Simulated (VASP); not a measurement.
Write the native input for VASP 6.6.1 that does the following.

| Item | Value |
| --- | --- |
| Task | single point |
| Functional | PBEsol |
| Potentials or basis | VASP PAW PBE potentials, release 64 (Ti_sv) |
| Cutoff | 520 eV |
| k mesh | 12 × 12 × 14 |
| Occupations | gaussian, width 0.1 eV |
| Spin | no spin polarisation |
| Dipole correction | no |
| Further INCAR settings | ALGO = Normal; EDIFF = 1e-06; NBANDS = 25 |

The structure of Ti lies in POSCAR:

```
Ti
1.0
    4.5152900626      0.0000000000      0.0000000000
   -2.2576450313      3.9103558997      0.0000000000
    0.0000000000      0.0000000000      2.7987936505
Ti
3
Direct
    0.0000000000      0.0000000000      0.0000000000
    0.3333333333      0.6666666667      0.5000000000
    0.6666666667      0.3333333333      0.5000000000
```

One way to write it, as run:

INCAR

```
PREC = Accurate
ENCUT = 520
EDIFF = 1E-6
ISMEAR = 0
SIGMA = 0.1
LREAL = False
LASPH = True
NELM = 100
ALGO = Normal
ISIF = 2
LWAVE = False
LCHARG = False
GGA = PS
NBANDS = 25
```

KPOINTS

```
regular mesh
0
Gamma
  12 12 14
```

Potentials or basis: VASP PAW PBE potentials, release 64 (Ti_sv).

Run with:

```console
$ cat potpaw_PBE.64/Ti_sv/POTCAR > POTCAR
$ mpirun -np 1 vasp_std > vasp.out
```

Results of the run:

The pressure is -0.2 GPa and the band gap on the k mesh is zero (band 18 reaches 8.91 eV, above the bottom of band 19 at 8.57 eV).

Caveat: the PAW data sets were made with another functional, which shifts forces and pressure a little.

Wall time 2.7 min on 1 thread of Intel(R) Xeon(R) Platinum 8259CL CPU @ 2.50GHz (Skylake/Cascade Lake) (shared host), peak memory 0.27 GiB.
